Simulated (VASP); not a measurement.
# Ga (I4/mmm) in VASP: a series of runs, part 2 of 2

VASP 6.6.1. Earlier steps stand in the parts before.

## Step 6: Single point, PBEsol (strain +0.000 along x and y, +0.030 along z)

INCAR reads:

```
SYSTEM = Ga
ALGO = Fast
EDIFF = 1E-6
ENCUT = 520
GGA = PS
ISIF = 2
ISMEAR = 0
LASPH = .True.
LCHARG = .False.
LREAL = .False.
LWAVE = .False.
NBANDS = 12
NELM = 80
PREC = Accurate
SIGMA = 0.15
```

KPOINTS reads:

```
k-points
0
Gamma
  24 24 24
  0 0 0
```

POSCAR reads:

```
Ga
1.0
   -1.4040000000      1.4040000000      2.2958700000
    1.4040000000     -1.4040000000      2.2958700000
    1.4040000000      1.4040000000     -2.2958700000
Ga
1
Direct
    0.0000000000      0.0000000000      0.0000000000
```

Potentials or basis: VASP PAW PBE potentials, release 64 (Ga_d).

The run is started by

```bash
> cat potpaw_PBE.64/Ga_d/POTCAR > POTCAR
> mpirun -np 1 vasp_std > vasp.out
```

OUTCAR:

```text
SYSTEM = Ga
   EDIFF = 1E-6
   ENCUT = 520
   GGA = PS
   ISIF = 2
   ISMEAR = 0
   LASPH = .True.
   LREAL = .False.
   NELM = 80
   PREC = Accurate

 ion  position               nearest neighbor table
   1  0.000  0.000  0.000-

  LATTYP: Found a body centered tetragonal cell.
 ALAT       =     2.8080000000
 C/A-ratio  =     1.6352350427

  Lattice vectors:

 A1 = (  -1.4040000000,   1.4040000000,   2.2958700000)
 A2 = (   1.4040000000,  -1.4040000000,   2.2958700000)
 A3 = (   1.4040000000,   1.4040000000,  -2.2958700000)

Analysis of symmetry for initial positions (statically):
=====================================================================
 Subroutine PRICEL returns:
 Original cell was already a primitive cell.

 Routine SETGRP: Setting up the symmetry group for a
 body centered tetragonal supercell.

 Subroutine GETGRP returns: Found 16 space group operations
 (whereof 16 operations were pure point group operations)
 out of a pool of 16 trial point group operations.

The static configuration has the point symmetry D_4h.

Analysis of symmetry for dynamics (positions and initial velocities):
=====================================================================
 Subroutine PRICEL returns:
 Original cell was already a primitive cell.

 Routine SETGRP: Setting up the symmetry group for a
 body centered tetragonal supercell.

 Subroutine GETGRP returns: Found 16 space group operations
 (whereof 16 operations were pure point group operations)
 out of a pool of 16 trial point group operations.

The dynamic configuration has the point symmetry D_4h.

 Subroutine INISYM returns: Found 16 space group operations
 (whereof 16 operations are pure point group operations),
 and found     1 'primitive' translations

----------------------------------------------------------------------------------------

                                     Primitive cell

  volume of cell :      18.1026

  direct lattice vectors                    reciprocal lattice vectors
    -1.404000000  1.404000000  2.295870000     0.000000000  0.356125356  0.217782366
     1.404000000 -1.404000000  2.295870000     0.356125356  0.000000000  0.217782366
     1.404000000  1.404000000 -2.295870000     0.356125356  0.356125356  0.000000000

  length of vectors
     3.035366709  3.035366709  3.035366709     0.417437933  0.417437933  0.503637309

  position of ions in fractional coordinates (direct lattice)
     0.000000000  0.000000000  0.000000000

  ion indices of the primitive-cell ions
   primitive index   ion index
                 1           1

----------------------------------------------------------------------------------------

 KPOINTS: k-points

Automatic generation of k-mesh.
 Grid dimensions read from file:
 generate k-points for:   24   24   24

 Generating k-lattice:

  Cartesian coordinates                     Fractional coordinates (reciprocal lattice)
     0.000000000  0.014838557  0.009074265     0.041666667  0.000000000  0.000000000
     0.014838557  0.000000000  0.009074265     0.000000000  0.041666667  0.000000000
     0.014838557  0.014838557  0.000000000     0.000000000  0.000000000  0.041666667

  Length of vectors
     0.017393247  0.017393247  0.020984888

  Shift w.r.t. Gamma in fractional coordinates (k-lattice)
     0.000000000  0.000000000  0.000000000

 Subroutine IBZKPT returns following result:
 ===========================================

 Found   1063 irreducible k-points:

 Following reciprocal coordinates:
            Coordinates               Weight
  0.000000  0.000000  0.000000      1.000000
  0.041667  0.000000  0.000000      8.000000
  0.083333  0.000000 -0.000000      8.000000
  0.125000  0.000000 -0.000000      8.000000
  0.166667  0.000000 -0.000000      8.000000
  0.208333 -0.000000  0.000000      8.000000
[... 16 lines left out ...]
  0.416667  0.041667  0.000000     16.000000
  0.458333  0.041667 -0.000000     16.000000
 [... further k-points ...]
   k-points           NKPTS =   1063   k-points in BZ     NKDIM =   1063   number of bands    NBANDS=     12
   number of dos      NEDOS =    301   number of ions     NIONS =      1
   total plane-waves  NPLWV =  13824
   dimension x,y,z NGX =    24 NGY =   24 NGZ =   24
   dimension x,y,z NGXF=    48 NGYF=   48 NGZF=   48
   ions per type =               1
   NGX,Y,Z   is equivalent  to a cutoff of  13.14, 13.14, 13.14 a.u.
   NGXF,Y,Z  is equivalent  to a cutoff of  26.29, 26.29, 26.29 a.u.
 SYSTEM =  Ga
   PREC   = accura    normal or accurate (medium, high low for compatibility)
   ISTART =      0    job   : 0-new  1-cont  2-samecut
   ICHARG =      2    charge: 1-file 2-atom 10-const
   ISPIN  =      1    spin polarized calculation?
   LNONCOLLINEAR =      F non collinear calculations
   LSORBIT =      F    spin-orbit coupling
   LASPH  =      T    aspherical Exc in radial PAW
   ENCUT  =  520.0 eV  38.22 Ry    6.18 a.u.   5.64  5.64  5.64*2*pi/ulx,y,z
   NELM   =     80;   NELMIN=  2; NELMDL= -5     # of ELM steps
   EDIFF  = 0.1E-05   stopping-criterion for ELM
   LREAL  =      F    real-space projection
   EDIFFG = 0.1E-04   stopping-criterion for IOM
   NSW    =      0    number of steps for IOM
   IBRION =     -1    ionic relax: 0-MD 1-quasi-New 2-CG
   NFREE  =      0    steps in history (QN), initial steepest desc. (CG)
   ISIF   =      2    stress and relaxation
   ISYM   =      2    0-nonsym 1-usesym 2-fastsym
   POTIM  = 0.5000    time-step for ionic-motion
   TEBEG  =    0.0;   TEEND  =   0.0 temperature during run
   PSTRESS=    0.0 pullay stress
   NELECT =      13.0000    total number of electrons
   NUPDOWN=      -1.0000    fix difference up-down
   EMIN   =  10.00;   EMAX   =-10.00  energy-range for DOS
   EFERMI =   0.00;   METHOD = LEGACY
   ISMEAR =     0;   SIGMA  =   0.15  broadening in eV -4-tet -1-fermi 0-gaus
   EFERMI_NEDOS =   21; number of points for ismear=-14 and -15
   IALGO  =     68    algorithm
   IMIX   =      4    mixing-type and parameters
     AMIX     =   0.40;   BMIX     =  1.00
     AMIX_MAG =   1.60;   BMIX_MAG =  1.00
  volume/ion in A,a.u.               =      18.10       122.16
  Fermi-wavevector in a.u.,A,eV,Ry     =   1.466027  2.770390 29.242139  2.149237
  Thomas-Fermi vector in A             =   2.581814
   LORBIT       =      0    0 simple, 1 ext, 2 COOP (PROOUT), +10 PAW based schemes
   GGA     = PS    functional components
   LHFCALC =     F    Hartree Fock is set to
   AEXX    =    0.0000 exact exchange contribution
   IVDW    =     0    specifies the selected vdW correction
   LEPSILON=     F    determine dielectric tensor
   LRPA    =     F    only Hartree local field effects (RPA)
 non-spin polarized calculation
 RMM-DIIS sequential band-by-band and
 Gauss-broadening in eV      SIGMA  =   0.15
  energy-cutoff  :      520.00
  volume of cell :       18.10
 maximum number of plane-waves:       501
   NGX = 11   NGY = 11   NGZ = 11

 number of electron      12.9999992 magnetization

 Free energy of the ion-electron system (eV)
  ---------------------------------------------------
  ext. energy  EPLUGINS =         0.00000000
  ---------------------------------------------------
  free energy    TOTEN  =        -3.33530136 eV

  energy without entropy =       -3.33109494  energy(sigma->0) =       -3.33319815

 E-fermi :   5.7825     XC(G=0): -11.3585

 val. band max:        5.7782994298   @ k =  -0.2917   0.5000   0.2917
 cond. band min:       5.7909799684   @ k =   0.2500   0.2500   0.2083
 fundamental gap:      0.0126805386
 Fermi energy:         5.7825131133

 k-point     1 :       0.0000    0.0000    0.0000
  band No.  band energies     occupation
      1      -9.2009      2.00000
      2      -9.0517      2.00000
      3      -9.0404      2.00000
      4      -9.0404      2.00000
      5      -8.8852      2.00000
      6      -5.5855      2.00000
      7      18.3507      0.00000
      8      18.4952      0.00000
      9      18.4952      0.00000
     10      21.9579      0.00000
     11      22.1657      0.00000
     12      22.7706      0.00000
[... 331 lines left out ...]
 k-point    24 :       0.4583    0.0417   -0.0000
  band No.  band energies     occupation
      1      -9.1851      2.00000
      2      -9.1545      2.00000
      3      -9.0266      2.00000
      4      -8.8739      2.00000
      5      -8.8291      2.00000
      6       0.4078      2.00000
      7       2.2410      2.00000
      8      13.7660      0.00000
      9      17.1856      0.00000
     10      18.1089      0.00000
     11      20.6071      0.00000
     12      23.0118      0.00000

 [... further k-points ...]

------------------------ aborting loop because EDIFF is reached ----------------------------------------

  FORCE on cell =-STRESS in cart. coord.  units (eV):
  Direction    XX          YY          ZZ          XY          YZ          ZX
  --------------------------------------------------------------------------------------
  -------------------------------------------------------------------------------------
  Total       -0.1183992     -0.1183992     -0.1529084      0.0000000     -0.0000000      0.0000000
  in kB      -10.4789540    -10.4789540    -13.5331980      0.0000000     -0.0000000      0.0000000
  external PRESSURE =     -11.4970354 kB  Pullay stress =       0.0000000 kB

 VOLUME and BASIS-vectors are now :
 -----------------------------------------------------------------------------
  energy-cutoff  :      520.00
  volume of cell :       18.10
      direct lattice vectors                 reciprocal lattice vectors
    -1.404000000  1.404000000  2.295870000     0.000000000  0.356125356  0.217782366
     1.404000000 -1.404000000  2.295870000     0.356125356  0.000000000  0.217782366
     1.404000000  1.404000000 -2.295870000     0.356125356  0.356125356  0.000000000

 POSITION                                       TOTAL-FORCE (eV/Angst)
 -----------------------------------------------------------------------------------
      0.00000      0.00000      0.00000        -0.000000     -0.000000      0.000000
 -----------------------------------------------------------------------------------
    total drift:                                0.000000      0.000000      0.000000

  FREE ENERGIE OF THE ION-ELECTRON SYSTEM (eV)
  ---------------------------------------------------
  free  energy   TOTEN  =        -3.3353013597 eV

  energy  without entropy=       -3.3310949404  energy(sigma->0) =       -3.33319815
```

OSZICAR:

```text
N       E                     dE             d eps       ncg     rms          rms(c)
DAV:   1     0.430613299837E+02    0.43061E+02   -0.66893E+03 27580   0.190E+03
DAV:   2    -0.126007100251E+01   -0.44321E+02   -0.42622E+02 26928   0.262E+02
DAV:   3    -0.336298539500E+01   -0.21029E+01   -0.20979E+01 29136   0.456E+01
DAV:   4    -0.338000716499E+01   -0.17022E-01   -0.17020E-01 29232   0.437E+00
DAV:   5    -0.338018979860E+01   -0.18263E-03   -0.18263E-03 30328   0.438E-01    0.981E-01
RMM:   6    -0.334319960237E+01    0.36990E-01   -0.44955E-02 35629   0.305E+00    0.464E-01
RMM:   7    -0.333617573081E+01    0.70239E-02   -0.12932E-02 38418   0.120E+00    0.137E-01
RMM:   8    -0.333529317977E+01    0.88255E-03   -0.13798E-03 38479   0.376E-01    0.114E-02
RMM:   9    -0.333529722304E+01   -0.40433E-05   -0.18797E-04 39421   0.191E-01    0.789E-03
RMM:  10    -0.333530119227E+01   -0.39692E-05   -0.35681E-05 39329   0.718E-02    0.581E-04
RMM:  11    -0.333530135969E+01   -0.16742E-06   -0.31965E-06 23852   0.187E-02
   1 F= -.33353014E+01 E0= -.33331982E+01  d E =-.420642E-02
```

stdout:

```text
POSCAR found type information on POSCAR Ga
 POSCAR found :  1 types and       1 ions
 scaLAPACK will be used
 -----------------------------------------------------------------------------
|                                                                             |
|                                                                             |
|     You enforced a specific xc type in the INCAR file but a different       |
|     I HOPE YOU KNOW WHAT YOU ARE DOING!                                     |
|                                                                             |
 -----------------------------------------------------------------------------

 LDA part: xc-table for (Slater+PW92), standard interpolation
 POSCAR, INCAR and KPOINTS ok, starting setup
 FFT: planning ... GRIDC
 FFT: planning ... GRID_SOFT
 FFT: planning ... GRID
 WAVECAR not read
 entering main loop
```

It took 2.2 min on 1 thread of Intel Xeon Platinum 8259CL at 2.50GHz (Skylake/Cascade Lake), shared host; peak memory 0.32 GiB.

Results:

```
Free energy            : -3.3353 eV
Pressure               : -1.1 GPa
Band gap on the k mesh : zero (an odd number of electrons rules out a gap without spin polarisation)
```

Stress tensor (GPa, compression positive):
```
-1.05  0.00  0.00
 0.00 -1.05  0.00
 0.00  0.00 -1.35
```

Caveat: the cell differs from its parent crystal (strain +0.000 along x and y, +0.030 along z); the PAW data sets were made with another functional, which shifts forces and pressure a little.

## Step 7: Overview

| cell | gap on the mesh (eV) | pressure (GPa) |
| --- | --- | --- |
| a = 2.960 Å, angles 123.4, 123.4, 84.2°, 1 atom | none | 1.6 |
| a = 2.991 Å, angles 124.9, 124.9, 81.7°, 1 atom | none | 1.6 |
| a = 3.016 Å, angles 125.4, 125.4, 80.9°, 1 atom | none | 0.7 |
| a = 3.010 Å, angles 124.4, 124.4, 82.5°, 1 atom | none | -0.3 |
| a = 3.035 Å, angles 124.9, 124.9, 81.7°, 1 atom | none | -1.1 |

Alike in all rows: task single point; level PBEsol; potentials or basis VASP PAW PBE potentials, release 64 (Ga_d); no spin polarisation; k mesh 24 × 24 × 24; cutoff (eV) 520; smearing gaussian 0.15 eV.

Caveats: the PAW data sets were made with another functional, which shifts forces and pressure a little.

Total energies depend on the potentials used, so only differences within one code and one set of settings carry meaning.

The gap in the log of VASP goes by the Fermi energy; the results here count the filled bands.